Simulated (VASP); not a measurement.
## ScAl2: single point with PBEsol

Crystal: ScAl2.

```
Sc Al
1.0
     0.00000    3.61287    3.61287
     3.61287    0.00000    3.61287
     3.77344    3.77344   -0.16057
Sc Al
2 4
Cartesian
  3.6880 3.6880 3.5378
  5.5449 5.5449 5.2937
  0.9233 0.9233 0.8831
  0.9233 2.7297 2.6896
  2.7297 0.9233 2.6896
  2.8100 2.8100 0.8029
```

This cell differs from its parent crystal: biaxial strain in the a-b plane: -4.0 %.

```json
{
 "Program": "VASP 6.6.1",
 "Task": "single point",
 "Functional": "PBEsol",
 "Potentials or basis": "VASP PAW PBE potentials, release 64 (Sc_sv, Al)",
 "Cutoff": "520 eV",
 "k mesh": "8 × 8 × 8",
 "Occupations": "gaussian, width 0.1 eV",
 "Spin": "no spin polarisation"
}
```

```
Pressure               : 6.8 GPa
Largest force          : 0.074 eV/Å
Band gap on the k mesh : zero (band 17 reaches 7.55 eV, above the bottom of band 18 at 5.21 eV)
```

Forces on the atoms (eV/Å):
```
Sc  -0.043 -0.043  0.043
Sc   0.043  0.043 -0.043
Al   0.000  0.000  0.000
Al   0.000  0.000  0.000
Al   0.000  0.000  0.000
Al   0.000  0.000  0.000
```

Stress tensor (GPa, compression positive):
```
 6.78 -3.32  3.32
-3.32  6.78  3.32
 3.32  3.32  6.78
```

Levels at points of the mesh, in eV from the Fermi level:
| k point | band 15 | band 16 | band 17 | band 18 | band 19 | band 20 |
| --- | --- | --- | --- | --- | --- | --- |
| (0.00, 0.00, 0.00) | -2.24 | -2.24 | -1.80 | -1.80 | 0.45 | 2.27 |
| (0.50, 0.00, 0.00) | -1.72 | -0.37 | -0.30 | 0.01 | 1.46 | 1.86 |
| (0.50, 0.50, 0.00) | 0.19 | 0.28 | 0.54 | 0.70 | 0.82 | 0.85 |
| (0.00, 0.00, 0.50) | -1.82 | -0.35 | -0.17 | -0.17 | 1.75 | 1.75 |

Wall time 3.9 min on 1 thread of Intel(R) Xeon(R) Platinum 8259CL CPU @ 2.50GHz (Skylake/Cascade Lake) (shared host), peak memory 0.33 GiB.

Caveat: the cell differs from its parent crystal (biaxial strain in the a-b plane: -4.0 %); the PAW data sets were made with another functional, which shifts forces and pressure a little.
